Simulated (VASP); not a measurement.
# V (Im-3m) in VASP: a series of runs

The runs below take V through single point, with r2SCAN.

All numbers are computed with VASP 6.6.1; they aren't measurements. Logs are shortened: lines on timing, memory, paths and dates and some standing lists are left out, and cuts for length are marked.

## (1) The cell of the first run

It takes space group Im-3m (No. 229, cubic). The conventional cell has a = 2.984 Å, b = 2.984 Å, c = 2.984 Å, α = 90.00°, β = 90.00°, γ = 90.00°. Within 3.4 Å of V (site symmetry m-3m) lie 14 V at 2.58 to 2.98 Å.

## (2) Single point, r2SCAN

The input, POSCAR:

```
V
1.0
   -1.4921359662      1.4921359662      1.4921359662
    1.4921359662     -1.4921359662      1.4921359662
    1.4921359662      1.4921359662     -1.4921359662
V
1
Direct
    0.0000000000      0.0000000000      0.0000000000
```

The input, INCAR.step1:

```
SYSTEM = V
ALGO = Normal
EDIFF = 1E-4
ENCUT = 520
GGA = PE
ISMEAR = 0
LASPH = .True.
LCHARG = .False.
LREAL = .False.
LWAVE = .True.
NBANDS = 12
NELM = 80
PREC = Accurate
SIGMA = 0.1
```

The input, INCAR.step2:

```
SYSTEM = V
ALGO = Normal
EDIFF = 1E-7
ENCUT = 520
ISIF = 2
ISMEAR = 0
ISTART = 1
LASPH = .True.
LCHARG = .True.
LELF = .True.
LMIXTAU = .True.
LREAL = .False.
LVHAR = .True.
LWAVE = .False.
METAGGA = R2SCAN
NBANDS = 12
NELM = 80
PREC = Accurate
SIGMA = 0.1
```

The input, KPOINTS:

```
k-points
0
Gamma
  26 26 26
  0 0 0
```

Potentials or basis: VASP PAW PBE potentials, release 64 (V_sv).

Started as:

```console
> cat potpaw_PBE.64/V_sv/POTCAR > POTCAR
> cp INCAR.step1 INCAR
> mpirun -np 1 vasp_std > vasp.out
> cp INCAR.step2 INCAR
> mpirun -np 1 vasp_std > vasp.out
```

OUTCAR:

```text
SYSTEM = V
   EDIFF = 1E-7
   ENCUT = 520
   ISIF = 2
   ISMEAR = 0
   ISTART = 1
   LASPH = .True.
   LREAL = .False.
   METAGGA = R2SCAN
   NELM = 80
   PREC = Accurate

 ion  position               nearest neighbor table
   1  0.000  0.000  0.000-

  LATTYP: Found a body centered cubic cell.
 ALAT       =     2.9842719324

  Lattice vectors:

 A1 = (  -1.4921359662,   1.4921359662,   1.4921359662)
 A2 = (   1.4921359662,  -1.4921359662,   1.4921359662)
 A3 = (   1.4921359662,   1.4921359662,  -1.4921359662)

Analysis of symmetry for initial positions (statically):
=====================================================================
 Subroutine PRICEL returns:
 Original cell was already a primitive cell.

 Routine SETGRP: Setting up the symmetry group for a
 body centered cubic supercell.

 Subroutine GETGRP returns: Found 48 space group operations
 (whereof 48 operations were pure point group operations)
 out of a pool of 48 trial point group operations.

The static configuration has the point symmetry O_h .

Analysis of symmetry for dynamics (positions and initial velocities):
=====================================================================
 Subroutine PRICEL returns:
 Original cell was already a primitive cell.

 Routine SETGRP: Setting up the symmetry group for a
 body centered cubic supercell.

 Subroutine GETGRP returns: Found 48 space group operations
 (whereof 48 operations were pure point group operations)
 out of a pool of 48 trial point group operations.

The dynamic configuration has the point symmetry O_h .

 Subroutine INISYM returns: Found 48 space group operations
 (whereof 48 operations are pure point group operations),
 and found     1 'primitive' translations

----------------------------------------------------------------------------------------

                                     Primitive cell

  volume of cell :      13.2888

  direct lattice vectors                    reciprocal lattice vectors
    -1.492135966  1.492135966  1.492135966     0.000000000  0.335090107  0.335090107
     1.492135966 -1.492135966  1.492135966     0.335090107  0.000000000  0.335090107
     1.492135966  1.492135966 -1.492135966     0.335090107  0.335090107  0.000000000

  length of vectors
     2.584455305  2.584455305  2.584455305     0.473888973  0.473888973  0.473888973

  position of ions in fractional coordinates (direct lattice)
     0.000000000  0.000000000  0.000000000

  ion indices of the primitive-cell ions
   primitive index   ion index
                 1           1

----------------------------------------------------------------------------------------

 KPOINTS: k-points

Automatic generation of k-mesh.
 Grid dimensions read from file:
 generate k-points for:   26   26   26

 Generating k-lattice:

  Cartesian coordinates                     Fractional coordinates (reciprocal lattice)
     0.000000000  0.012888081  0.012888081     0.038461538  0.000000000  0.000000000
     0.012888081  0.000000000  0.012888081     0.000000000  0.038461538  0.000000000
     0.012888081  0.012888081  0.000000000     0.000000000  0.000000000  0.038461538

  Length of vectors
     0.018226499  0.018226499  0.018226499

  Shift w.r.t. Gamma in fractional coordinates (k-lattice)
     0.000000000  0.000000000  0.000000000

 Subroutine IBZKPT returns following result:
 ===========================================

 Found    511 irreducible k-points:

 Following reciprocal coordinates:
            Coordinates               Weight
  0.000000  0.000000  0.000000      1.000000
  0.038462  0.000000  0.000000     12.000000
  0.076923  0.000000  0.000000     12.000000
  0.115385  0.000000  0.000000     12.000000
  0.153846  0.000000  0.000000     12.000000
  0.192308  0.000000  0.000000     12.000000
[... 16 lines left out ...]
  0.346154  0.038462  0.000000     48.000000
  0.384615  0.038462  0.000000     48.000000
 [... further k-points ...]
   k-points           NKPTS =    511   k-points in BZ     NKDIM =    511   number of bands    NBANDS=     12
   number of dos      NEDOS =    301   number of ions     NIONS =      1
   total plane-waves  NPLWV =   8000
   dimension x,y,z NGX =    20 NGY =   20 NGZ =   20
   dimension x,y,z NGXF=    40 NGYF=   40 NGZF=   40
   ions per type =               1
   NGX,Y,Z   is equivalent  to a cutoff of  12.87, 12.87, 12.87 a.u.
   NGXF,Y,Z  is equivalent  to a cutoff of  25.73, 25.73, 25.73 a.u.
 SYSTEM =  V
   PREC   = accura    normal or accurate (medium, high low for compatibility)
   ISTART =      1    job   : 0-new  1-cont  2-samecut
   ICHARG =      0    charge: 1-file 2-atom 10-const
   ISPIN  =      1    spin polarized calculation?
   LNONCOLLINEAR =      F non collinear calculations
   LSORBIT =      F    spin-orbit coupling
   LASPH  =      T    aspherical Exc in radial PAW
   ENCUT  =  520.0 eV  38.22 Ry    6.18 a.u.   4.81  4.81  4.81*2*pi/ulx,y,z
   NELM   =     80;   NELMIN=  2; NELMDL=  0     # of ELM steps
   EDIFF  = 0.1E-06   stopping-criterion for ELM
   LREAL  =      F    real-space projection
   EDIFFG = 0.1E-05   stopping-criterion for IOM
   NSW    =      0    number of steps for IOM
   IBRION =     -1    ionic relax: 0-MD 1-quasi-New 2-CG
   NFREE  =      0    steps in history (QN), initial steepest desc. (CG)
   ISIF   =      2    stress and relaxation
   ISYM   =      2    0-nonsym 1-usesym 2-fastsym
   POTIM  = 0.5000    time-step for ionic-motion
   TEBEG  =    0.0;   TEEND  =   0.0 temperature during run
   PSTRESS=    0.0 pullay stress
   NELECT =      13.0000    total number of electrons
   NUPDOWN=      -1.0000    fix difference up-down
   EMIN   =  10.00;   EMAX   =-10.00  energy-range for DOS
   EFERMI =   0.00;   METHOD = LEGACY
   ISMEAR =     0;   SIGMA  =   0.10  broadening in eV -4-tet -1-fermi 0-gaus
   EFERMI_NEDOS =   21; number of points for ismear=-14 and -15
   IALGO  =     38    algorithm
   IMIX   =      4    mixing-type and parameters
     AMIX     =   0.40;   BMIX     =  1.00
     AMIX_MAG =   1.60;   BMIX_MAG =  1.00
  volume/ion in A,a.u.               =      13.29        89.68
  Fermi-wavevector in a.u.,A,eV,Ry     =   1.625153  3.071094 35.934644  2.641122
  Thomas-Fermi vector in A             =   2.718323
   LORBIT       =      0    0 simple, 1 ext, 2 COOP (PROOUT), +10 PAW based schemes
   METAGGA = R2SCAN    functional components
   LHFCALC =     F    Hartree Fock is set to
   AEXX    =    0.0000 exact exchange contribution
   IVDW    =     0    specifies the selected vdW correction
   LEPSILON=     F    determine dielectric tensor
   LRPA    =     F    only Hartree local field effects (RPA)
 non-spin polarized calculation
 Gauss-broadening in eV      SIGMA  =   0.10
  energy-cutoff  :      520.00
  volume of cell :       13.29
 maximum number of plane-waves:       370
   NGX =  9   NGY =  9   NGZ =  9

 number of electron      12.9999991 magnetization

 Free energy of the ion-electron system (eV)
  ---------------------------------------------------
  ext. energy  EPLUGINS =         0.00000000
  ---------------------------------------------------
  free energy    TOTEN  =       -14.13308362 eV

  energy without entropy =      -14.12509171  energy(sigma->0) =      -14.12908767

 E-fermi :   9.8319     XC(G=0): -14.1489

 val. band max:        9.8260512678   @ k =  -0.2692   0.4231   0.1154
 cond. band min:       9.8321175977   @ k =   0.3077   0.0385  -0.0000
 fundamental gap:      0.0060663299
 Fermi energy:         9.8318627713

 k-point     1 :       0.0000    0.0000    0.0000
  band No.  band energies     occupation
      1     -56.4717      2.00000
      2     -28.5995      2.00000
      3     -28.5994      2.00000
      4     -28.5994      2.00000
      5       2.7424      2.00000
      6      10.3185      0.00000
      7      10.3185      0.00000
      8      10.3185      0.00000
      9      12.5335      0.00000
     10      12.5335      0.00000
     11      31.1811      0.00000
     12      31.1811      0.00000

 k-point     2 :       0.0385    0.0000    0.0000
  band No.  band energies     occupation
      1     -56.4685      2.00000
      2     -28.6144      2.00000
      3     -28.6039      2.00000
      4     -28.5996      2.00000
      5       2.8062      2.00000
      6      10.2906      0.00000
      7      10.3126      0.00000
      8      10.3634      0.00000
      9      12.4999      0.00000
     10      12.5350      0.00000
     11      31.0701      0.00000
     12      31.1754      0.00000

 k-point     3 :       0.0769    0.0000    0.0000
  band No.  band energies     occupation
      1     -56.4593      2.00000
      2     -28.6581      2.00000
      3     -28.6171      2.00000
      4     -28.5999      2.00000
      5       2.9952      2.00000
      6      10.2093      0.00000
      7      10.2905      0.00000
      8      10.4967      0.00000
      9      12.4100      0.00000
     10      12.5400      0.00000
     11      30.7385      0.00000
     12      31.1352      0.00000

 k-point     4 :       0.1154    0.0000    0.0000
  band No.  band energies     occupation
      1     -56.4446      2.00000
      2     -28.7277      2.00000
      3     -28.6380      2.00000
      4     -28.6004      2.00000
      5       3.3017      2.00000
      6      10.0814      0.00042
      7      10.2403      0.00000
      8      10.7146      0.00000
      9      12.2943      0.00000
     10      12.5501      0.00000
     11      30.1870      0.00000
     12      30.9978      0.00000

 k-point     5 :       0.1538    0.0000    0.0000
  band No.  band energies     occupation
      1     -56.4251      2.00000
      2     -28.8187      2.00000
      3     -28.6656      2.00000
      4     -28.6012      2.00000
      5       3.7123      2.00000
      6       9.9173      0.22688
      7      10.1495      0.00001
      8      11.0100      0.00000
      9      12.1928      0.00000
     10      12.5672      0.00000
     11      29.4186      0.00000
     12      30.6940      0.00000
[... 228 lines left out ...]
      1     -56.3358      2.00000
      2     -29.2181      2.00000
      3     -28.7886      2.00000
      4     -28.6101      2.00000
      5       5.5892      2.00000
      6       9.2361      2.00000
      7       9.7322      1.84133
      8      12.1957      0.00000
      9      12.5343      0.00000
     10      12.7316      0.00000
     11      25.4671      0.00000
     12      28.4764      0.00000

 k-point    22 :       0.3077    0.0385   -0.0000
  band No.  band energies     occupation
      1     -56.3112      2.00000
      2     -29.3244      2.00000
      3     -28.8232      2.00000
      4     -28.6111      2.00000
      5       6.0136      2.00000
      6       9.0606      2.00000
      7       9.8321      0.99712
      8      12.2885      0.00000
      9      12.7846      0.00000
     10      13.0051      0.00000
     11      24.2011      0.00000
     12      27.8492      0.00000

 k-point    23 :       0.3462    0.0385    0.0000
  band No.  band energies     occupation
      1     -56.2895      2.00000
      2     -29.4172      2.00000
      3     -28.8535      2.00000
      4     -28.6121      2.00000
      5       6.2888      2.00000
      6       8.9105      2.00000
      7      10.1146      0.00006
      8      12.3811      0.00000
      9      12.8425      0.00000
     10      13.4477      0.00000
     11      22.9967      0.00000
     12      27.3032      0.00000

 k-point    24 :       0.3846    0.0385    0.0000
  band No.  band energies     occupation
      1     -56.2720      2.00000
      2     -29.4913      2.00000
      3     -28.8779      2.00000
      4     -28.6128      2.00000
      5       6.4241      2.00000
      6       8.7925      2.00000
      7      10.5276      0.00000
      8      12.4537      0.00000
      9      12.9010      0.00000
     10      13.8306      0.00000
     11      21.9346      0.00000
     12      26.8682      0.00000

 [... further k-points ...]
[... 5 lines left out ...]
  --------------------------------------------------------------------------------------
  -------------------------------------------------------------------------------------
  Total        0.0279613      0.0279613      0.0279613      0.0000000      0.0000000      0.0000000
  in kB        3.3711902      3.3711902      3.3711902      0.0000000      0.0000000      0.0000000
  external PRESSURE =       3.3711902 kB  Pullay stress =       0.0000000 kB

 VOLUME and BASIS-vectors are now :
 -----------------------------------------------------------------------------
  energy-cutoff  :      520.00
  volume of cell :       13.29
      direct lattice vectors                 reciprocal lattice vectors
    -1.492135966  1.492135966  1.492135966     0.000000000  0.335090107  0.335090107
     1.492135966 -1.492135966  1.492135966     0.335090107  0.000000000  0.335090107
     1.492135966  1.492135966 -1.492135966     0.335090107  0.335090107  0.000000000

 POSITION                                       TOTAL-FORCE (eV/Angst)
 -----------------------------------------------------------------------------------
      0.00000      0.00000      0.00000        -0.000000      0.000000      0.000000
 -----------------------------------------------------------------------------------
    total drift:                                0.000000     -0.000000      0.000000

  FREE ENERGIE OF THE ION-ELECTRON SYSTEM (eV)
  ---------------------------------------------------
  free  energy   TOTEN  =       -14.1330836236 eV

  energy  without entropy=      -14.1250917135  energy(sigma->0) =      -14.12908767
```

It took 1.7 min on 1 thread of Intel Xeon 6975P-C (Granite Rapids), shared host; peak memory 0.19 GiB.

Results:

* Free energy: -14.1331 eV
* Pressure: 0.3 GPa

Caveat: the PAW data sets were made with another functional, which shifts forces and pressure a little.

## (3) Single point, r2SCAN

This run uses another cell than the first one, of 13.34 Å³/atom, 1.004 times its volume.

The input, POSCAR:

```
V
1.0
   -1.4939954128      1.4939954128      1.4939954128
    1.4939954128     -1.4939954128      1.4939954128
    1.4939954128      1.4939954128     -1.4939954128
V
1
Direct
    0.0000000000      0.0000000000      0.0000000000
```

The input, INCAR.step1:

```
SYSTEM = V
ALGO = Normal
EDIFF = 1E-4
ENCUT = 520
GGA = PE
ISMEAR = -1
LASPH = .TRUE.
LCHARG = .FALSE.
LREAL = .FALSE.
LWAVE = .TRUE.
NBANDS = 12
NELM = 60
PREC = Accurate
SIGMA = 0.15
```

The input, INCAR.step2:

```
SYSTEM = V
ALGO = Normal
EDIFF = 1E-7
ENCUT = 520
ISIF = 2
ISMEAR = -1
ISTART = 1
LASPH = .TRUE.
LCHARG = .TRUE.
LELF = .TRUE.
LMIXTAU = .TRUE.
LREAL = .FALSE.
LVHAR = .TRUE.
LWAVE = .FALSE.
METAGGA = R2SCAN
NBANDS = 12
NELM = 60
PREC = Accurate
SIGMA = 0.15
```

The input, KPOINTS:

```
k-points
0
G
  26 26 26
  0 0 0
```

Potentials or basis: VASP PAW PBE potentials, release 64 (V_sv).

Started as:

```console
> cat potpaw_PBE.64/V_sv/POTCAR > POTCAR
> cp INCAR.step1 INCAR
> mpirun -np 1 vasp_std > vasp.out
> cp INCAR.step2 INCAR
> mpirun -np 1 vasp_std > vasp.out
```

OUTCAR:

```text
SYSTEM = V
   EDIFF = 1E-7
   ENCUT = 520
   ISIF = 2
   ISMEAR = -1
   ISTART = 1
   LASPH = .TRUE.
   LREAL = .FALSE.
   METAGGA = R2SCAN
   NELM = 60
   PREC = Accurate

 ion  position               nearest neighbor table
   1  0.000  0.000  0.000-

  LATTYP: Found a body centered cubic cell.
 ALAT       =     2.9879908256

  Lattice vectors:

 A1 = (  -1.4939954128,   1.4939954128,   1.4939954128)
 A2 = (   1.4939954128,  -1.4939954128,   1.4939954128)
 A3 = (   1.4939954128,   1.4939954128,  -1.4939954128)

Analysis of symmetry for initial positions (statically):
=====================================================================
 Subroutine PRICEL returns:
 Original cell was already a primitive cell.

 Routine SETGRP: Setting up the symmetry group for a
 body centered cubic supercell.

 Subroutine GETGRP returns: Found 48 space group operations
 (whereof 48 operations were pure point group operations)
 out of a pool of 48 trial point group operations.

The static configuration has the point symmetry O_h .

Analysis of symmetry for dynamics (positions and initial velocities):
=====================================================================
[... 160 lines left out ...]
 Fermi energy:         9.8264449941

 k-point     1 :       0.0000    0.0000    0.0000
  band No.  band energies     occupation
      1     -56.5076      2.00000
      2     -28.6425      2.00000
      3     -28.6424      2.00000
      4     -28.6424      2.00000
      5       2.7038      2.00000
      6      10.2784      0.09371
      7      10.2784      0.09368
      8      10.2784      0.09368
      9      12.4909      0.00000
     10      12.4909      0.00000
     11      31.1044      0.00000
     12      31.1044      0.00000
[... 331 lines left out ...]
 k-point    24 :       0.3846    0.0385   -0.0000
  band No.  band energies     occupation
      1     -56.3107      2.00000
      2     -29.5248      2.00000
      3     -28.9181      2.00000
      4     -28.6556      2.00000
      5       6.3916      2.00000
      6       8.7588      1.99838
      7      10.4744      0.02625
      8      12.4083      0.00000
      9      12.8560      0.00000
     10      13.7756      0.00000
     11      21.8461      0.00000
     12      26.7918      0.00000

 [... further k-points ...]
[... 5 lines left out ...]
  --------------------------------------------------------------------------------------
  -------------------------------------------------------------------------------------
  Total        0.0277983      0.0277983      0.0277983      0.0000000      0.0000000     -0.0000000
  in kB        3.3390304      3.3390304      3.3390304      0.0000000      0.0000000     -0.0000000
  external PRESSURE =       3.3390304 kB  Pullay stress =       0.0000000 kB

 VOLUME and BASIS-vectors are now :
 -----------------------------------------------------------------------------
  energy-cutoff  :      520.00
  volume of cell :       13.34
      direct lattice vectors                 reciprocal lattice vectors
    -1.493995413  1.493995413  1.493995413     0.000000000  0.334673049  0.334673049
     1.493995413 -1.493995413  1.493995413     0.334673049  0.000000000  0.334673049
     1.493995413  1.493995413 -1.493995413     0.334673049  0.334673049  0.000000000

 POSITION                                       TOTAL-FORCE (eV/Angst)
 -----------------------------------------------------------------------------------
      0.00000      0.00000      0.00000         0.000000     -0.000000      0.000000
 -----------------------------------------------------------------------------------
    total drift:                                0.000000      0.000000      0.000000

  FREE ENERGIE OF THE ION-ELECTRON SYSTEM (eV)
  ---------------------------------------------------
  free  energy   TOTEN  =       -14.1885413933 eV

  energy  without entropy=      -14.0743606337  energy(sigma->0) =      -14.13145101
```

OUTCAR.step1:

```text
SYSTEM = V
   EDIFF = 1E-4
   ENCUT = 520
   GGA = PE
   ISMEAR = -1
[... 575 lines left out ...]

 POSITION                                       TOTAL-FORCE (eV/Angst)
 -----------------------------------------------------------------------------------
      0.00000      0.00000      0.00000        -0.000000      0.000000      0.000000
 -----------------------------------------------------------------------------------
    total drift:                                0.000000     -0.000000      0.000000

  FREE ENERGIE OF THE ION-ELECTRON SYSTEM (eV)
  ---------------------------------------------------
  free  energy   TOTEN  =        -9.0539048068 eV

  energy  without entropy=       -8.9348708484  energy(sigma->0) =       -8.99438783
```

Wall time 1.7 min (1 thread of Intel Xeon 6975P-C (Granite Rapids), shared host); peak memory 0.19 GiB.

What came out:

```
Free energy : -14.1885 eV
Pressure    : 0.3 GPa
```

Levels at points of the mesh, in eV from the Fermi level:
| k point | band 5 | band 6 | band 7 | band 8 | band 9 | band 10 |
| --- | --- | --- | --- | --- | --- | --- |
| (0.00, 0.00, 0.00) | -7.12 | 0.45 | 0.45 | 0.45 | 2.66 | 2.66 |
| (0.50, 0.00, 0.00) | -3.41 | -1.20 | 1.51 | 2.64 | 3.05 | 4.31 |
| (0.50, 0.50, 0.50) | -3.19 | -3.19 | 3.90 | 3.90 | 3.90 | 10.69 |

Caveat: the PAW data sets were made with another functional, which shifts forces and pressure a little.
